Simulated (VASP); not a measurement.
A run of VASP 6.6.1 is set up as follows.

INCAR

```
SYSTEM = AlNi3
ALGO = Fast
EDIFF = 1E-7
ENCUT = 520
GGA = PE
ISIF = 2
ISMEAR = 0
ISPIN = 2
LASPH = .True.
LCHARG = .False.
LMAXMIX = 4
LORBIT = 11
LREAL = .False.
LWAVE = .False.
MAGMOM = 0 0.5 0.5 0.5
NBANDS = 28
NELM = 150
PREC = Accurate
SIGMA = 0.1
```

Contents of KPOINTS:

```
k-points
0
Gamma
  10 10 10
  0 0 0
```

File POSCAR:

```
AlNi3
1.0
    3.5680000000      0.0000000000      0.0000000000
    0.0000000000      3.5680000000      0.0000000000
    0.0000000000      0.0000000000      3.5680000000
Al Ni
1 3
Direct
    0.0000000000      0.0000000000      0.0000000000
    0.0000000000      0.5000000000      0.5000000000
    0.5000000000      0.0000000000      0.5000000000
    0.5000000000      0.5000000000      0.0000000000
```

Potentials or basis: VASP PAW PBE potentials, release 64 (Al, Ni).

Run with:

```bash
$ cat potpaw_PBE.64/Al/POTCAR potpaw_PBE.64/Ni/POTCAR > POTCAR
$ mpirun -np 1 vasp_std > vasp.out
```

**Question.** Predict the net moment.

**Answer.** 0.72 μB per cell.

**Question.** Estimate the site moments.

**Answer.** Al -0.01; Ni +0.26 μB.

**Question.** Predict the pressure.

**Answer.** -0.1 GPa.
